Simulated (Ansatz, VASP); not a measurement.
## One calculation of Hf3H, two programs

```
Hf H
1.0
     3.21472    0.00000    0.00000
    -1.60736    2.78403    0.00000
     0.00000    0.00000   15.84336
Hf H
6 2
Direct
  0.33333 0.66667 0.07824
  0.66667 0.33333 0.25960
  0.66667 0.33333 0.92176
  0.33333 0.66667 0.74040
  0.33333 0.66667 0.42034
  0.66667 0.33333 0.57966
  0.33333 0.66667 0.20712
  0.66667 0.33333 0.79288
```

Alike in both runs: functional PBE; k mesh 6 × 6 × 1; occupations gaussian, width 0.2 eV; no spin polarisation.

Ansatz relaxed the structure, and its values are those at the end. VASP's run is a single point on that final structure, the one shown.

|  | VASP | Ansatz |
| --- | --- | --- |
| version | VASP 6.6.1 | Ansatz 0.2.0 |
| potentials or method | VASP PAW PBE potentials, release 64 (Hf_pv, H), cutoff 520 eV | scalar-relativistic, plane waves, PAW |
| valence electrons in the cell | 62 | 158 |

Ansatz gave:

| Quantity | Value |
| --- | --- |
| gap on the k mesh at the Fermi level (eV) | none |
| pressure (GPa) | -0.1 |
| rms of the force components (eV/Å) | 0.008 |

Q: Which values does VASP return?

A: gap on the k mesh at the Fermi level (eV): none; pressure (GPa): -0.6; rms of the force components (eV/Å): 0.008.

A gap of «none» marks a metal or a gap that the smearing closes. The functional is the same, so the differences come from potentials, cutoffs and numerics. VASP's potentials hold 62 valence electrons a cell and Ansatz's 158, so a difference there can come from the potentials and not from the codes.

The k mesh is coarse, so the values compare programs but aren't converged. Spin-orbit coupling is off throughout.
